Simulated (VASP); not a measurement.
Ru, 3 atoms in the cell. The structure is hexagonal, space group P6/mmm (No. 191). The conventional cell has a = 4.092 Å, b = 4.092 Å, c = 2.571 Å, α = 90.00°, β = 90.00°, γ = 120.00°. Within 3.4 Å of Ru (site symmetry 6/mmm) lie 14 Ru at 2.57 to 2.69 Å. Ru (site symmetry -6m2) has 11 Ru at 2.36 to 2.69 Å within 3.1 Å.  This cell differs from its parent crystal: volume scaled by 0.88.

| Property | Result |
| --- | --- |
| Program | VASP 6.6.1 |
| Task | single point |
| Functional | PBE |
| Potentials or basis | VASP PAW PBE potentials, release 64 (Ru_pv) |
| Cutoff | 520 eV |
| k mesh | 10 × 10 × 13 |
| Occupations | fermi-dirac, width 0.1 eV |
| Spin | no spin polarisation |
| Dipole correction | no |
| Further INCAR settings | ALGO = Normal; EDIFF = 1e-07; NBANDS = 28 |

Potentials or basis: VASP PAW PBE potentials, release 64 (Ru_pv).

The run is started by

```sh
$ cat potpaw_PBE.64/Ru_pv/POTCAR > POTCAR
$ mpirun -np 1 vasp_std > vasp.out
```

Hardware: 1 thread of Intel Xeon 6975P-C, on a shared host.

Estimate the wall time of this run.

It took 100 s on 1 thread of Intel Xeon 6975P-C (shared host), peak memory 0.2 GiB. Counts: scf iterations 14, k points 98.
